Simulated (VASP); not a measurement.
Set up this calculation in VASP 6.6.1, as the native input.

```yaml
Task: relaxation of cell and atoms
Functional: PBEsol
Potentials_or_basis: VASP PAW PBE potentials, release 64 (W_sv, C)
Cutoff: 600 eV
k_mesh: 11 × 11 × 11
Occupations: fermi-dirac, width 0.1 eV
Spin: no spin polarisation
Dipole_correction: no
Further_INCAR_settings: ALGO = Normal; EDIFF = 1e-06; IBRION = 2; EDIFFG = -0.01; NSW = 80; ISIF = 3
```

The structure of WC lies in POSCAR:

```
WC
1.0
    0.0000000000      2.1926840000      2.1926840000
    2.1926840000      0.0000000000      2.1926840000
    2.1926840000      2.1926840000      0.0000000000
W C
1 1
Direct
    0.0000000000      0.0000000000      0.0000000000
    0.5000000000      0.5000000000      0.5000000000
```

These files were run (other wordings do the same):

INCAR

```
  ALGO = Normal
  EDIFF = 1E-6
  EDIFFG = -0.01
  ENCUT = 600
  GGA = PS
  IBRION = 2
  ISIF = 3
  ISMEAR = -1
  LASPH = T
  LCHARG = F
  LREAL = F
  LWAVE = F
  NELM = 80
  NSW = 80
  PREC = Accurate
  SIGMA = 0.1
```

KPOINTS

```
k-points
0
Gamma
  11 11 11
```

Potentials or basis: VASP PAW PBE potentials, release 64 (W_sv, C).

Command:

```bash
$ cat potpaw_PBE.64/W_sv/POTCAR potpaw_PBE.64/C/POTCAR > POTCAR
$ mpirun -np 1 vasp_std > vasp.out
```

It gave:

```json
{
  "Relaxed volume": "10.29 Å³/atom",
  "Relaxed cell": "a = 3.076 Å, b = 3.076 Å, c = 3.076 Å, α = 60.00°, β = 60.00°, γ = 60.00°",
  "Space group after relaxing (to 0.05 Å)": "Fm-3m (No. 225)",
  "Energy gained by relaxing": "7.1 meV/atom",
  "Ionic steps": "4",
  "Pressure after relaxing": "-0.1 GPa"
}
```

Caveat: the PAW data sets were made with another functional, which shifts forces and pressure a little.

It took 46 s on 1 thread of Intel(R) Xeon(R) Platinum 8488C (Sapphire Rapids), on a shared host, peak memory 0.18 GiB.
